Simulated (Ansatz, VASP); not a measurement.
# TiCl2F in VASP and in Ansatz

```
Ti Cl F
1.0
     4.56078    0.00000    0.00000
    -2.28039    3.94975    0.00000
     0.00000    0.00000    4.40885
Ti Cl F
1 2 1
Direct
  0.00000 0.00000 0.00000
  0.66667 0.33333 0.50000
  0.33333 0.66667 0.00000
  0.66667 0.33333 0.00000
```

Alike in both runs: task relaxation of cell and atoms; functional PBE; k mesh 6 × 6 × 4; occupations gaussian, width 0.1 eV; collinear spin.

|  | VASP | Ansatz |
| --- | --- | --- |
| version | VASP 6.6.1 | Ansatz 0.2.0 |
| potentials or method | VASP PAW PBE potentials, release 64 (Ti_sv, Cl, F), cutoff 600 eV | scalar-relativistic, plane waves, PAW |
| valence electrons in the cell | 33 | 33 |

Ansatz gave:

| Quantity | Value |
| --- | --- |
| gap on the k mesh at the Fermi level, each at its own relaxed structure (eV) | none |
| net moment per atom (μB) | 0.25 |
| size of the moment on the site where the two differ most (μB) | 0.93 |
| relaxed volume (Å³/atom) | 20.64 |
| relaxed length of the cell vector where the two differ most in proportion (Å) | 5.549 |

Question: Which values does VASP return?

Answer: gap on the k mesh at the Fermi level, each at its own relaxed structure (eV): none; net moment per atom (μB): 0.25; size of the moment on the site where the two differ most (μB): 1.02; relaxed volume (Å³/atom): 20.40; relaxed length of the cell vector where the two differ most in proportion (Å): 5.489.

Site moments also hang on the region over which each program counts them. A gap of «none» marks a metal or a gap that the smearing closes.
